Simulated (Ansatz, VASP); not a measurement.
One calculation of SnO2, two programs

```
Sn O
1.0
    -2.00007    2.00007    5.12368
     2.00007   -2.00007    5.12368
     2.00007    2.00007   -5.12368
Sn O
2 4
Direct
  0.00000 0.00000 0.00000
  0.75000 0.25000 0.50000
  0.54652 0.04652 0.50000
  0.20348 0.20348 0.00000
  0.95348 0.45348 0.50000
  0.79652 0.79652 0.00000
```

Alike in both runs: task relaxation of cell and atoms; functional PBE; k mesh 7 × 7 × 7; occupations fermi-dirac, width 0.05 eV; no spin polarisation.

|  | VASP | Ansatz |
| --- | --- | --- |
| version | VASP 6.6.1 | Ansatz 0.2.0 |
| potentials or method | VASP PAW PBE potentials, release 64 (Sn_d, O) | Ansatz PAW |
| plane-wave cutoff (eV) | 600 | 420 |
| valence electrons in the cell | 52 | 52 |

|  | VASP | Ansatz | Ansatz less VASP |
| --- | --- | --- | --- |
| gap on the k mesh at the Fermi level, each at its own relaxed structure (eV) | 1.28 | 1.32 | +0.040 |
| relaxed volume (Å³/atom) | 14.22 | 14.18 | -0.035 |
| relaxed cell length with the largest relative difference (Å) | 5.927 | 5.921 | -0.0060 |

Noted on Ansatz's run: odd divisions of the mesh miss points on the zone boundary, where band edges often lie, so the gap on the mesh can be too wide; the plane-wave basis is chosen anew once the cell has moved, so the energies of steps on either side of that aren't comparable.
